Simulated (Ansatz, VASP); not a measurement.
# Two plane-wave programs on ZrTa2C2

```xyz
5
Lattice="4.1327 0.0000 0.0000 0.0000 4.1327 0.0000 0.0000 0.0000 5.6607" Properties=species:S:1:pos:R:3 pbc="T T T"
Zr    0.0000    0.0000    0.0000
Ta    2.0663    0.0000    2.8304
Ta    0.0000    2.0663    2.8304
C     0.0000    0.0000    3.5596
C     0.0000    0.0000    2.1011
```

Alike in both runs: task relaxation of cell and atoms; functional PBE; k mesh 10 × 10 × 8; occupations gaussian, width 0.1 eV; no spin polarisation.

|  | VASP | Ansatz |
| --- | --- | --- |
| version | VASP 6.6.1 | Ansatz 0.2.0 |
| potentials or method | VASP PAW PBE potentials, release 64 (Zr_sv, Ta_pv, C), cutoff 600 eV | scalar-relativistic, plane waves, PAW |
| valence electrons in the cell | 42 | 46 |

VASP gave:

```
gap on the k mesh at the Fermi level, each at its own relaxed structure (eV)  : none
relaxed volume (Å³/atom)                                                      : 19.36
relaxed length of the cell vector where the two differ most in proportion (Å) : 4.132
```

Problem. What did Ansatz give for the same quantities?

Solution. gap on the k mesh at the Fermi level, each at its own relaxed structure (eV): none; relaxed volume (Å³/atom): 19.33; relaxed length of the cell vector where the two differ most in proportion (Å): 4.130.

A gap of «none» marks a metal or a gap that the smearing closes. VASP's potentials hold 42 valence electrons a cell and Ansatz's 46, so a difference there can come from the potentials and not from the codes.

Spin-orbit coupling is off throughout.
